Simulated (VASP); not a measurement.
# CdSe in VASP: further runs, part 3 of 3

VASP 6.6.1. Earlier steps stand in the parts before.

## Step 4: Single point, PBE (zz strain of -2 %)

Input file INCAR:

```
SYSTEM = CdSe
ALGO = Normal ; EDIFF = 1E-6
ENCUT = 520 ; GGA = PE
ISIF = 2 ; ISMEAR = -1
LASPH = .True. ; LCHARG = .False.
LREAL = .False. ; LWAVE = .False.
NBANDS = 16 ; NELM = 80
PREC = Accurate ; SIGMA = 0.03
```

Input file KPOINTS:

```
k-points
0
Gamma
  8 8 8
  0 0 0
```

Input file POSCAR:

```
CdSe
1.0
    0.0000000000      3.0702711986      3.0088657746
    3.0702711986      0.0000000000      3.0088657746
    3.0702711986      3.0702711986      0.0000000000
Cd Se
1 1
Direct
    0.0000000000      0.0000000000      0.0000000000
    0.2500000000      0.2500000000      0.2500000000
```

On the command line:

```
> cat potpaw_PBE.64/Cd/POTCAR potpaw_PBE.64/Se/POTCAR > POTCAR
> mpirun -np 1 vasp_std > vasp.out
```

Wall time 14 s (1 thread of Intel Xeon 6975P-C (Granite Rapids), shared host); peak memory 0.2 GiB.

Results (log left out):

```yaml
Free_energy: -5.4745 eV
Pressure: 2.7 GPa
Band_gap_on_the_k_mesh: 0.55 eV, direct
```

Stress tensor (GPa, compression positive):
```
2.57 0.00 0.00
0.00 2.57 0.00
0.00 0.00 2.86
```

Levels at points of the mesh, in eV from the valence-band top:
```csv
k point,band 5,band 6,band 7,band 8,band 9,band 10,band 11,band 12,band 13,band 14
"(0.00, 0.00, 0.00)",-7.58,-7.58,-0.06,-0.06,0.00,0.55,5.89,5.90,5.90,9.71
"(0.50, 0.00, 0.00)",-7.55,-7.29,-4.38,-0.82,-0.73,2.34,6.33,6.48,7.36,9.98
"(0.50, 0.50, 0.00)",-7.52,-7.21,-4.01,-1.92,-1.92,3.07,3.60,9.16,10.11,10.11
"(0.50, 0.00, 0.50)",-7.53,-7.24,-4.12,-1.85,-1.82,3.14,3.77,8.97,10.02,10.24
```

Caveat: the cell differs from its parent crystal (zz strain of -2 %).

## Step 5: Single point, PBE (equal xx and yy strain of -1 %)

Input file INCAR:

```
PREC     = Accurate       # precision mode
ENCUT    = 520            # plane-wave cutoff, eV
EDIFF    = 1E-6           # SCF threshold, eV
ISMEAR   = -1             # smearing method
SIGMA    = 0.03           # smearing width, eV
LREAL    = F              # projectors in reciprocal space
LASPH    = T              # aspherical terms in the spheres
NELM     = 80             # most SCF steps
ALGO     = Normal         # electronic algorithm
ISIF     = 2              # what is computed and relaxed
LWAVE    = F              # write WAVECAR
LCHARG   = F              # write CHGCAR
GGA      = PE             # functional
NBANDS   = 16             # bands
```

Input file KPOINTS:

```
Automatic mesh
0
Gamma
  8 8 8
```

Input file POSCAR:

```
CdSe
1.0
    0.0000000000      3.0395684866      3.0702711986
    3.0395684866      0.0000000000      3.0702711986
    3.0395684866      3.0395684866      0.0000000000
Cd Se
1 1
Direct
    0.0000000000      0.0000000000      0.0000000000
    0.2500000000      0.2500000000      0.2500000000
```

On the command line:

```
> cat potpaw_PBE.64/Cd/POTCAR potpaw_PBE.64/Se/POTCAR > POTCAR
> mpirun -np 1 vasp_std > vasp.out
```

Wall time 14 s (1 thread of Intel Xeon 6975P-C (Granite Rapids), shared host); peak memory 0.2 GiB.

It converged, with:

* Free energy: -5.4751 eV
* Pressure: 2.7 GPa
* Band gap on the k mesh: 0.58 eV, direct

Stress tensor (GPa, compression positive):
```
2.72 0.00 0.00
0.00 2.72 0.00
0.00 0.00 2.56
```

Levels at points of the mesh, in eV from the valence-band top:
| k point | band 7 | band 8 | band 9 | band 10 | band 11 | band 12 |
| --- | --- | --- | --- | --- | --- | --- |
| (0.00, 0.00, 0.00) | -0.03 | 0.00 | 0.00 | 0.58 | 5.92 | 5.92 |
| (0.50, 0.00, 0.00) | -4.35 | -0.77 | -0.73 | 2.37 | 6.40 | 6.47 |
| (0.50, 0.50, 0.00) | -4.09 | -1.81 | -1.81 | 3.17 | 3.80 | 9.01 |
| (0.50, 0.00, 0.50) | -4.03 | -1.86 | -1.84 | 3.13 | 3.71 | 9.10 |

Caveat: the cell differs from its parent crystal (equal xx and yy strain of -1 %).

## Step 6: Single point, PBE (zz strain of -1 %)

Input file INCAR:

```
PREC = Accurate
ENCUT = 520
EDIFF = 1E-6
ISMEAR = -1
SIGMA = 0.03
LREAL = F
LASPH = T
NELM = 100
ALGO = Normal
ISIF = 2
LWAVE = F
LCHARG = F
GGA = PE
NBANDS = 16
```

Input file KPOINTS:

```
regular mesh
0
Gamma
  8 8 8
```

Input file POSCAR:

```
CdSe
1.0
    0.0000000000      3.0702711986      3.0395684866
    3.0702711986      0.0000000000      3.0395684866
    3.0702711986      3.0702711986      0.0000000000
Cd Se
1 1
Direct
    0.0000000000      0.0000000000      0.0000000000
    0.2500000000      0.2500000000      0.2500000000
```

Potentials or basis: VASP PAW PBE potentials, release 64 (Cd, Se).

On the command line:

```
> cat potpaw_PBE.64/Cd/POTCAR potpaw_PBE.64/Se/POTCAR > POTCAR
> mpirun -np 1 vasp_std > vasp.out
```

OUTCAR:

```text
PREC = Accurate
   ENCUT = 520
   EDIFF = 1E-6
   ISMEAR = -1
   LREAL = F
   LASPH = T
   NELM = 100
   ISIF = 2
   GGA = PE

 ion  position               nearest neighbor table
   1  0.000  0.000  0.000-   2 2.65   2 2.65   2 2.65   2 2.65
   2  0.250  0.250  0.250-   1 2.65   1 2.65   1 2.65   1 2.65

  LATTYP: Found a body centered tetragonal cell.
 ALAT       =     4.3420191692
 C/A-ratio  =     1.4000714267

  Lattice vectors:

 A1 = (   0.0000000000,  -3.0702711986,  -3.0395684866)
[... 189 lines left out ...]
      5      -6.7238      2.00000
      6      -6.7214      2.00000
[... 433 lines left out ...]
      3      -6.9735      2.00000
      4      -6.7652      2.00000
      5      -6.6986      2.00000
      6      -6.6465      2.00000
[... 8 lines left out ...]
     15      11.8352      0.00000
     16      12.3148      0.00000

 [... further k-points ...]
[... 5 lines left out ...]
  --------------------------------------------------------------------------------------
  -------------------------------------------------------------------------------------
  Total        0.7349080      0.7349080      0.7893710      0.0000000      0.0000000      0.0000000
  in kB       20.5469880     20.5469880     22.0696949      0.0000000      0.0000000      0.0000000
  external PRESSURE =      21.0545570 kB  Pullay stress =       0.0000000 kB

 VOLUME and BASIS-vectors are now :
 -----------------------------------------------------------------------------
  energy-cutoff  :      520.00
  volume of cell :       57.31
      direct lattice vectors                 reciprocal lattice vectors
     0.000000000  3.070271199  3.039568487    -0.162852063  0.162852063  0.164497034
     3.070271199  0.000000000  3.039568487     0.162852063 -0.162852063  0.164497034
     3.070271199  3.070271199  0.000000000     0.162852063  0.162852063 -0.164497034

 POSITION                                       TOTAL-FORCE (eV/Angst)
 -----------------------------------------------------------------------------------
      0.00000      0.00000      0.00000         0.000000      0.000000      0.000000
      1.53514      1.53514      1.51978        -0.000000     -0.000000     -0.000000
 -----------------------------------------------------------------------------------
    total drift:                               -0.000000     -0.000000     -0.000001

  FREE ENERGIE OF THE ION-ELECTRON SYSTEM (eV)
  ---------------------------------------------------
  free  energy   TOTEN  =        -5.4836507928 eV

  energy  without entropy=       -5.4836504347  energy(sigma->0) =       -5.48365061
```

stdout:

```text
POSCAR found type information on POSCAR CdSe
 POSCAR found :  2 types and       2 ions
 scaLAPACK will be used
 LDA part: xc-table for (Slater+PW92), standard interpolation
 POSCAR, INCAR and KPOINTS ok, starting setup
 FFT: planning ... GRIDC
 FFT: planning ... GRID_SOFT
 FFT: planning ... GRID
 WAVECAR not read
 entering main loop
```

Wall time 15 s (1 thread of Intel Xeon 6975P-C (Granite Rapids), shared host); peak memory 0.21 GiB.

Results:

- Free energy: -5.4837 eV
- Pressure: 2.1 GPa
- Band gap on the k mesh: 0.55 eV, direct

Caveat: the cell differs from its parent crystal (zz strain of -1 %).

## Step 7: The runs side by side

| cell | gap on the mesh (eV) | pressure (GPa) |
| --- | --- | --- |
| a = 4.427 Å, angles 60.0°, 2 atoms | 0.43 | -1.1 |
| a = 4.277, b = 4.277, c = 4.212 Å, angles 60.5, 60.5, 59.0°, 2 atoms | 0.64 | 5.2 |
| a = 4.299, b = 4.299, c = 4.342 Å, angles 59.7, 59.7, 60.7°, 2 atoms | 0.55 | 2.7 |
| a = 4.320, b = 4.320, c = 4.299 Å, angles 60.2, 60.2, 59.7°, 2 atoms | 0.58 | 2.7 |
| a = 4.320, b = 4.320, c = 4.342 Å, angles 59.8, 59.8, 60.3°, 2 atoms | 0.55 | 2.1 |

Alike in all rows: task single point; level PBE; potentials or basis VASP PAW PBE potentials, release 64 (Cd, Se); no spin polarisation; k mesh 8 × 8 × 8; cutoff (eV) 520; smearing fermi-dirac 0.03 eV.

Absolute energies hang on the potentials; compare differences alone.
